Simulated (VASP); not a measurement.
# PtSe (F-43m) in VASP: notebook

Aim: see how the results for PtSe move with the level of theory and the settings. Levels: r2SCAN, r2SCAN+D3(BJ), r2SCAN+D4. Tasks: single point.

All numbers are computed with VASP 6.6.1; they aren't measurements. Logs are shortened: lines on timing, memory, paths and dates and some standing lists are left out, and cuts for length are marked.

## (1) The cell of the first run

The structure is cubic, space group F-43m (No. 216). Conventional cell: a = 5.643 Å, b = 5.643 Å, c = 5.643 Å, α = 90.00°, β = 90.00°, γ = 90.00°. Pt (site symmetry -43m) has 4 Se at 2.44 Å within 3.2 Å. Se (site symmetry -43m) has 4 Pt at 2.44 Å within 3.2 Å.

## (2) Single point, r2SCAN

The input, POSCAR:

```
PtSe
1.0
    0.0000000000      2.8215420588      2.8215420588
    2.8215420588      0.0000000000      2.8215420588
    2.8215420588      2.8215420588      0.0000000000
Pt Se
1 1
Direct
    0.0000000000      0.0000000000      0.0000000000
    0.2500000000      0.2500000000      0.2500000000
```

The input, INCAR.step1:

```
SYSTEM = PtSe
PREC     = Accurate       ! precision mode
ENCUT    = 520            ! plane-wave cutoff, eV
ISMEAR   = -1             ! smearing method
SIGMA    = 0.05           ! smearing width, eV
LREAL    = .FALSE.        ! projectors in reciprocal space
LASPH    = .TRUE.         ! aspherical terms in the spheres
NELM     = 80             ! most SCF steps
NBANDS   = 15             ! bands
GGA      = PE             ! functional
ALGO     = Normal         ! electronic algorithm
EDIFF    = 1E-4           ! SCF threshold, eV
LWAVE    = .TRUE.         ! write WAVECAR
LCHARG   = .FALSE.        ! write CHGCAR
```

The input, INCAR.step2:

```
SYSTEM = PtSe
PREC     = Accurate       ! precision mode
ENCUT    = 520            ! plane-wave cutoff, eV
EDIFF    = 1E-6           ! SCF threshold, eV
ISMEAR   = -1             ! smearing method
SIGMA    = 0.05           ! smearing width, eV
LREAL    = .FALSE.        ! projectors in reciprocal space
LASPH    = .TRUE.         ! aspherical terms in the spheres
NELM     = 80             ! most SCF steps
ALGO     = Normal         ! electronic algorithm
ISIF     = 2              ! what is computed and relaxed
LWAVE    = .FALSE.        ! write WAVECAR
LCHARG   = .FALSE.        ! write CHGCAR
METAGGA  = R2SCAN         ! meta-GGA
LMIXTAU  = .TRUE.       
NBANDS   = 15             ! bands
ISTART   = 1
```

The input, KPOINTS:

```
regular mesh
0
G
  8 8 8
  0 0 0
```

Potentials or basis: VASP PAW PBE potentials, release 64 (Pt, Se).

Run with:

```
cat potpaw_PBE.64/Pt/POTCAR potpaw_PBE.64/Se/POTCAR > POTCAR
cp INCAR.step1 INCAR
mpirun -np 1 vasp_std > vasp.out
cp INCAR.step2 INCAR
mpirun -np 1 vasp_std > vasp.out
```

OUTCAR:

```text
SYSTEM = PtSe
   PREC = Accurate
   ENCUT = 520
   EDIFF = 1E-6
   ISMEAR = -1
   LREAL = .FALSE.
   LASPH = .TRUE.
   NELM = 80
   ISIF = 2
   METAGGA = R2SCAN
   ISTART = 1

 ion  position               nearest neighbor table
   1  0.000  0.000  0.000-   2 2.44   2 2.44   2 2.44   2 2.44
   2  0.250  0.250  0.250-   1 2.44   1 2.44   1 2.44   1 2.44

  LATTYP: Found a face centered cubic cell.
 ALAT       =     5.6430841176

  Lattice vectors:

 A1 = (   0.0000000000,   2.8215420588,   2.8215420588)
 A2 = (   2.8215420588,   0.0000000000,   2.8215420588)
 A3 = (   2.8215420588,   2.8215420588,   0.0000000000)

Analysis of symmetry for initial positions (statically):
=====================================================================
 Subroutine PRICEL returns:
 Original cell was already a primitive cell.

 Routine SETGRP: Setting up the symmetry group for a
 face centered cubic supercell.

 Subroutine GETGRP returns: Found 24 space group operations
 (whereof 24 operations were pure point group operations)
 out of a pool of 48 trial point group operations.

The static configuration has the point symmetry T_d .

Analysis of symmetry for dynamics (positions and initial velocities):
=====================================================================
 Subroutine PRICEL returns:
 Original cell was already a primitive cell.

 Routine SETGRP: Setting up the symmetry group for a
 face centered cubic supercell.

 Subroutine GETGRP returns: Found 24 space group operations
 (whereof 24 operations were pure point group operations)
 out of a pool of 48 trial point group operations.

The dynamic configuration has the point symmetry T_d .

 Subroutine INISYM returns: Found 24 space group operations
 (whereof 24 operations are pure point group operations),
 and found     1 'primitive' translations

----------------------------------------------------------------------------------------

                                     Primitive cell

  volume of cell :      44.9252

  direct lattice vectors                    reciprocal lattice vectors
     0.000000000  2.821542059  2.821542059    -0.177208062  0.177208062  0.177208062
     2.821542059  0.000000000  2.821542059     0.177208062 -0.177208062  0.177208062
     2.821542059  2.821542059  0.000000000     0.177208062  0.177208062 -0.177208062

  length of vectors
     3.990263046  3.990263046  3.990263046     0.306933367  0.306933367  0.306933367

[... 83 lines left out ...]
   NSW    =      0    number of steps for IOM
   IBRION =     -1    ionic relax: 0-MD 1-quasi-New 2-CG
   NFREE  =      0    steps in history (QN), initial steepest desc. (CG)
   ISIF   =      2    stress and relaxation
   ISYM   =      2    0-nonsym 1-usesym 2-fastsym
   POTIM  = 0.5000    time-step for ionic-motion
   TEBEG  =    0.0;   TEEND  =   0.0 temperature during run
   PSTRESS=    0.0 pullay stress
   NELECT =      16.0000    total number of electrons
   NUPDOWN=      -1.0000    fix difference up-down
   EMIN   =  10.00;   EMAX   =-10.00  energy-range for DOS
   EFERMI =   0.00;   METHOD = LEGACY
   ISMEAR =    -1;   SIGMA  =   0.05  broadening in eV -4-tet -1-fermi 0-gaus
   EFERMI_NEDOS =   21; number of points for ismear=-14 and -15
   IALGO  =     38    algorithm
   IMIX   =      4    mixing-type and parameters
     AMIX     =   0.40;   BMIX     =  1.00
     AMIX_MAG =   1.60;   BMIX_MAG =  1.00
  volume/ion in A,a.u.               =      22.46       151.58
  Fermi-wavevector in a.u.,A,eV,Ry     =   1.160428  2.192891 18.321520  1.346594
  Thomas-Fermi vector in A             =   2.297011
   LORBIT       =      0    0 simple, 1 ext, 2 COOP (PROOUT), +10 PAW based schemes
   METAGGA = R2SCAN    functional components
   LHFCALC =     F    Hartree Fock is set to
   AEXX    =    0.0000 exact exchange contribution
   IVDW    =     0    specifies the selected vdW correction
   LEPSILON=     F    determine dielectric tensor
   LRPA    =     F    only Hartree local field effects (RPA)
 non-spin polarized calculation
  energy-cutoff  :      520.00
  volume of cell :       44.93
 maximum number of plane-waves:      1243
 NGX is ok and might be reduce to    30
   NGX = 15   NGY = 15   NGZ = 15

 number of electron      16.0000002 magnetization

 Free energy of the ion-electron system (eV)
  ---------------------------------------------------
  ext. energy  EPLUGINS =         0.00000000
  ---------------------------------------------------
  free energy    TOTEN  =       -65.77970593 eV

  energy without entropy =      -65.76253613  energy(sigma->0) =      -65.77112103

 E-fermi :   5.2216     XC(G=0): -10.8881

 val. band max:        5.1946396279   @ k =  -0.2500   0.3750   0.1250
 cond. band min:       5.3443459041   @ k =  -0.3750   0.2500   0.1250
 fundamental gap:      0.1497062762
 Fermi energy:         5.2216227488

 k-point     1 :       0.0000    0.0000    0.0000
  band No.  band energies     occupation
      1     -10.3240      2.00000
      2      -0.7645      2.00000
      3      -0.7645      2.00000
      4      -0.7645      2.00000
      5       2.0974      2.00000
      6       2.0974      2.00000
      7       6.3582      0.00000
      8       7.7189      0.00000
      9       7.7189      0.00000
     10       7.7189      0.00000
     11      12.3004      0.00000
     12      12.3004      0.00000
     13      12.3004      0.00000
     14      16.7541      0.00000
[... 401 lines left out ...]
      2      -1.0294      2.00000
      3      -0.5865      2.00000
      4      -0.0672      2.00000
      5       1.9534      2.00000
      6       2.2448      2.00000
      7       2.8234      2.00000
      8       4.4950      2.00000
      9       5.3443      0.15823
     10      10.1354      0.00000
     11      12.2430      0.00000
     12      13.4589      0.00000
     13      15.2140      0.00000
     14      17.2033      0.00000
     15      18.4332      0.00000

 [... further k-points ...]
[... 5 lines left out ...]
  --------------------------------------------------------------------------------------
  -------------------------------------------------------------------------------------
  Total       -0.0067630     -0.0067630     -0.0067630      0.0000000     -0.0000000      0.0000000
  in kB       -0.2411898     -0.2411898     -0.2411898      0.0000000     -0.0000000      0.0000000
  external PRESSURE =      -0.2411898 kB  Pullay stress =       0.0000000 kB

 VOLUME and BASIS-vectors are now :
 -----------------------------------------------------------------------------
  energy-cutoff  :      520.00
  volume of cell :       44.93
      direct lattice vectors                 reciprocal lattice vectors
     0.000000000  2.821542059  2.821542059    -0.177208062  0.177208062  0.177208062
     2.821542059  0.000000000  2.821542059     0.177208062 -0.177208062  0.177208062
     2.821542059  2.821542059  0.000000000     0.177208062  0.177208062 -0.177208062

 POSITION                                       TOTAL-FORCE (eV/Angst)
 -----------------------------------------------------------------------------------
      0.00000      0.00000      0.00000        -0.000000      0.000000      0.000000
      1.41077      1.41077      1.41077         0.000000     -0.000000     -0.000000
 -----------------------------------------------------------------------------------
    total drift:                                0.000001      0.000001      0.000001

  FREE ENERGIE OF THE ION-ELECTRON SYSTEM (eV)
  ---------------------------------------------------
  free  energy   TOTEN  =       -65.7797059326 eV

  energy  without entropy=      -65.7625361256  energy(sigma->0) =      -65.77112103
```

OUTCAR.step1:

```text
SYSTEM = PtSe
   PREC = Accurate
   ENCUT = 520
   ISMEAR = -1
   LREAL = .FALSE.
   LASPH = .TRUE.
[... 653 lines left out ...]
      0.00000      0.00000      0.00000         0.000000      0.000000      0.000000
      1.41077      1.41077      1.41077        -0.000000     -0.000000     -0.000000
 -----------------------------------------------------------------------------------
    total drift:                                0.000001      0.000001      0.000000

  FREE ENERGIE OF THE ION-ELECTRON SYSTEM (eV)
  ---------------------------------------------------
  free  energy   TOTEN  =        -9.5333499864 eV

  energy  without entropy=       -9.5167040312  energy(sigma->0) =       -9.52502701
```

OSZICAR.step1:

```text
N       E                     dE             d eps       ncg     rms          rms(c)
DAV:   1     0.743643827317E+02    0.74364E+02   -0.71283E+03   878   0.931E+02
DAV:   2    -0.724888679272E+01   -0.81613E+02   -0.74179E+02  1101   0.192E+02
DAV:   3    -0.976193685843E+01   -0.25131E+01   -0.25004E+01  1066   0.337E+01
DAV:   4    -0.977833127731E+01   -0.16394E-01   -0.16393E-01  1087   0.298E+00
DAV:   5    -0.977857035932E+01   -0.23908E-03   -0.23908E-03  1129   0.361E-01    0.108E+01
DAV:   6    -0.956804540464E+01    0.21052E+00   -0.75452E-01   940   0.779E+00    0.642E+00
DAV:   7    -0.954125602036E+01    0.26789E-01   -0.52955E-02   975   0.218E+00    0.332E+00
DAV:   8    -0.953343319655E+01    0.78228E-02   -0.17027E-02   982   0.108E+00    0.220E-01
DAV:   9    -0.953332251427E+01    0.11068E-03   -0.76222E-04  1087   0.181E-01    0.104E-01
DAV:  10    -0.953334998642E+01   -0.27472E-04   -0.15353E-04   763   0.896E-02
   1 F= -.95333500E+01 E0= -.95250270E+01  d E =-.166460E-01
```

Wall time 56 s (1 thread of Intel Xeon 6975P-C (Granite Rapids), shared host); peak memory 0.18 GiB.

What came out:

* Free energy: -65.7797 eV
* Pressure: 0.0 GPa
* Band gap on the k mesh: zero (band 8 reaches 7.72 eV, above the bottom of band 9 at 3.81 eV)

Caveat: the PAW data sets were made with another functional, which shifts forces and pressure a little; spin-orbit coupling is left out, which moves the levels of the heavy elements.

## (3) Single point, r2SCAN+D3(BJ)

This run uses another cell than the first one, of 22.25 Å³/atom, 0.991 times its volume.

The input, POSCAR:

```
PtSe
1.0
    0.0000000000      2.8127315631      2.8127315631
    2.8127315631      0.0000000000      2.8127315631
    2.8127315631      2.8127315631      0.0000000000
Pt Se
1 1
Direct
    0.0000000000      0.0000000000      0.0000000000
    0.2500000000      0.2500000000      0.2500000000
```

The input, INCAR.step1:

```
ALGO = Normal
EDIFF = 1E-4
ENCUT = 520
GGA = PE
ISMEAR = -1
LASPH = True
LCHARG = False
LREAL = False
LWAVE = True
NBANDS = 15
NELM = 80
PREC = Accurate
SIGMA = 0.05
```

The input, INCAR.step2:

```
ALGO = Normal
EDIFF = 1E-6
ENCUT = 520
ISIF = 2
ISMEAR = -1
ISTART = 1
IVDW = 12
LASPH = True
LCHARG = False
LMIXTAU = True
LREAL = False
LWAVE = False
METAGGA = R2SCAN
NBANDS = 15
NELM = 80
PREC = Accurate
SIGMA = 0.05
VDW_A1 = 0.49484001
VDW_A2 = 5.73083694
VDW_S6 = 1.0
VDW_S8 = 0.78981345
```

The input, KPOINTS:

```
k-points
0
Gamma
  8 8 8
```

Potentials or basis: VASP PAW PBE potentials, release 64 (Pt, Se).

Run with:

```
cat potpaw_PBE.64/Pt/POTCAR potpaw_PBE.64/Se/POTCAR > POTCAR
cp INCAR.step1 INCAR
mpirun -np 1 vasp_std > vasp.out
cp INCAR.step2 INCAR
mpirun -np 1 vasp_std > vasp.out
```

Run time: 54 s. Hardware: 1 thread of Intel Xeon 6975P-C (Granite Rapids), shared host; peak memory 0.18 GiB.

Results (log left out):

```
Free energy                : -66.2159 eV
Pressure                   : -0.6 GPa
Band gap on the k mesh     : zero (band 8 reaches 7.87 eV, above the bottom of band 9 at 3.91 eV)
Dispersion energy per atom : -0.219 eV
```

Levels at points of the mesh, in eV from the Fermi level:
```csv
k point,band 4,band 5,band 6,band 7,band 8,band 9,band 10,band 11,band 12,band 13
"(0.00, 0.00, 0.00)",-6.06,-3.17,-3.17,1.16,2.53,2.53,2.53,7.08,7.08,7.08
"(0.50, 0.00, 0.00)",-5.68,-2.97,-2.97,-2.67,0.66,0.66,3.20,8.35,8.35,8.90
"(0.50, 0.50, 0.00)",-4.86,-3.09,-2.72,-2.68,-1.43,-1.43,4.94,5.52,10.61,12.45
```

Caveat: three body term missing; the PAW data sets were made with another functional, which shifts forces and pressure a little; spin-orbit coupling is left out, which moves the levels of the heavy elements; pairwise dispersion overbinds metals, which lowers pressure and volume.

## (4) Single point, r2SCAN+D4

This run uses another cell than the first one, of 22.24 Å³/atom, 0.990 times its volume.

The input, POSCAR:

```
PtSe
1.0
    0.0000000000      2.8123199149      2.8123199149
    2.8123199149      0.0000000000      2.8123199149
    2.8123199149      2.8123199149      0.0000000000
Pt Se
1 1
Direct
    0.0000000000      0.0000000000      0.0000000000
    0.2500000000      0.2500000000      0.2500000000
```

The input, INCAR.step1:

```
PREC = Accurate
ENCUT = 520
ISMEAR = -1
SIGMA = 0.05
LREAL = F
LASPH = T
NELM = 60
NBANDS = 15
GGA = PE
ALGO = Normal
EDIFF = 1E-4
LWAVE = T
LCHARG = F
```

The input, INCAR.step2:

```
PREC = Accurate
ENCUT = 520
EDIFF = 1E-6
ISMEAR = -1
SIGMA = 0.05
LREAL = F
LASPH = T
NELM = 60
ALGO = Normal
ISIF = 2
LWAVE = F
LCHARG = T
METAGGA = R2SCAN
LMIXTAU = T
IVDW = 13
VDW_S6 = 1.0
VDW_S8 = 0.6018749
VDW_A1 = 0.51559235
VDW_A2 = 5.77342911
LELF = T
LVHAR = T
NBANDS = 15
ISTART = 1
```

The input, KPOINTS:

```
regular mesh
0
Gamma
  8 8 8
```

Potentials or basis: VASP PAW PBE potentials, release 64 (Pt, Se).

Run with:

```
cat potpaw_PBE.64/Pt/POTCAR potpaw_PBE.64/Se/POTCAR > POTCAR
cp INCAR.step1 INCAR
mpirun -np 1 vasp_std > vasp.out
cp INCAR.step2 INCAR
mpirun -np 1 vasp_std > vasp.out
```

OUTCAR:

```text
PREC = Accurate
   ENCUT = 520
   EDIFF = 1E-6
   ISMEAR = -1
   LREAL = F
   LASPH = T
   NELM = 60
   ISIF = 2
   METAGGA = R2SCAN
   IVDW = 13
   ISTART = 1

 ion  position               nearest neighbor table
   1  0.000  0.000  0.000-   2 2.44   2 2.44   2 2.44   2 2.44
   2  0.250  0.250  0.250-   1 2.44   1 2.44   1 2.44   1 2.44

  LATTYP: Found a face centered cubic cell.
 ALAT       =     5.6246398298

  Lattice vectors:

 A1 = (   0.0000000000,   2.8123199149,   2.8123199149)
 A2 = (   2.8123199149,   0.0000000000,   2.8123199149)
 A3 = (   2.8123199149,   2.8123199149,   0.0000000000)
[... 617 lines left out ...]

  DFT-D4 for vdW energy calculation

  Edisp (eV):   -0.34114

  FORCE on cell =-STRESS in cart. coord.  units (eV):
  Direction    XX          YY          ZZ          XY          YZ          ZX
  --------------------------------------------------------------------------------------
  -------------------------------------------------------------------------------------
  Total      -0.00574    -0.00574    -0.00574     0.00000     0.00000     0.00000
  in kB      -0.20660    -0.20660    -0.20660     0.00000     0.00000     0.00000
  external pressure =       -0.21 kB  Pullay stress =        0.00 kB

 VOLUME and BASIS-vectors are now :
 -----------------------------------------------------------------------------
  energy-cutoff  :      520.00
  volume of cell :       44.49
      direct lattice vectors                 reciprocal lattice vectors
     0.000000000  2.812319915  2.812319915    -0.177789162  0.177789162  0.177789162
     2.812319915  0.000000000  2.812319915     0.177789162 -0.177789162  0.177789162
     2.812319915  2.812319915  0.000000000     0.177789162  0.177789162 -0.177789162

 POSITION                                       TOTAL-FORCE (eV/Angst)
 -----------------------------------------------------------------------------------
      0.00000      0.00000      0.00000        -0.000000     -0.000000     -0.000000
      1.40616      1.40616      1.40616         0.000000      0.000000      0.000000
 -----------------------------------------------------------------------------------
    total drift:                                0.000001      0.000001      0.000001

  FREE ENERGIE OF THE ION-ELECTRON SYSTEM (eV)
  ---------------------------------------------------
  free  energy   TOTEN  =       -66.1193486505 eV

  energy  without entropy=      -66.1022204346  energy(sigma->0) =      -66.11078454
```

OSZICAR.step1:

```text
N       E                     dE             d eps       ncg     rms          rms(c)
DAV:   1     0.724503524828E+02    0.72450E+02   -0.72814E+03   886   0.943E+02
DAV:   2    -0.731996203024E+01   -0.79770E+02   -0.72799E+02  1087   0.187E+02
DAV:   3    -0.975512142106E+01   -0.24352E+01   -0.24226E+01  1073   0.335E+01
DAV:   4    -0.977103827196E+01   -0.15917E-01   -0.15916E-01  1080   0.295E+00
DAV:   5    -0.977127589347E+01   -0.23762E-03   -0.23762E-03  1115   0.368E-01    0.111E+01
DAV:   6    -0.955835769897E+01    0.21292E+00   -0.75038E-01   933   0.780E+00    0.656E+00
DAV:   7    -0.953135818433E+01    0.27000E-01   -0.52105E-02   940   0.216E+00    0.336E+00
DAV:   8    -0.952343424537E+01    0.79239E-02   -0.16619E-02  1038   0.107E+00    0.217E-01
DAV:   9    -0.952333656701E+01    0.97678E-04   -0.72771E-04  1059   0.177E-01
   1 F= -.95233366E+01 E0= -.95150402E+01  d E =-.165928E-01
```

It took 58 s on 1 thread of Intel Xeon 6975P-C (Granite Rapids), shared host; peak memory 0.18 GiB.

Results:

| Quantity | Value |
| --- | --- |
| Free energy | -66.1193 eV |
| Pressure | 0.0 GPa |
| Band gap on the k mesh | zero (band 8 reaches 7.88 eV, above the bottom of band 9 at 3.91 eV) |
| Dispersion energy per atom | -0.171 eV |

Caveat: the PAW data sets were made with another functional, which shifts forces and pressure a little; spin-orbit coupling is left out, which moves the levels of the heavy elements; pairwise dispersion overbinds metals, which lowers pressure and volume.

## (5) The runs side by side

```tsv
level	cell	gap on the mesh (eV)	pressure (GPa)
r2SCAN	a = 3.990 Å, angles 60.0°, 2 atoms	none	0.0
r2SCAN+D3(BJ)	a = 3.978 Å, angles 60.0°, 2 atoms	none	-0.6
r2SCAN+D4	a = 3.977 Å, angles 60.0°, 2 atoms	none	0.0
```

Alike in all rows: task single point; potentials or basis VASP PAW PBE potentials, release 64 (Pt, Se); no spin polarisation; k mesh 8 × 8 × 8; cutoff (eV) 520; smearing fermi-dirac 0.05 eV.

Caveats: the PAW data sets were made with another functional, which shifts forces and pressure a little; spin-orbit coupling is left out, which moves the levels of the heavy elements; pairwise dispersion overbinds metals, which lowers pressure and volume (some runs); three body term missing (some runs).

Absolute energies hang on the potentials; compare differences alone.
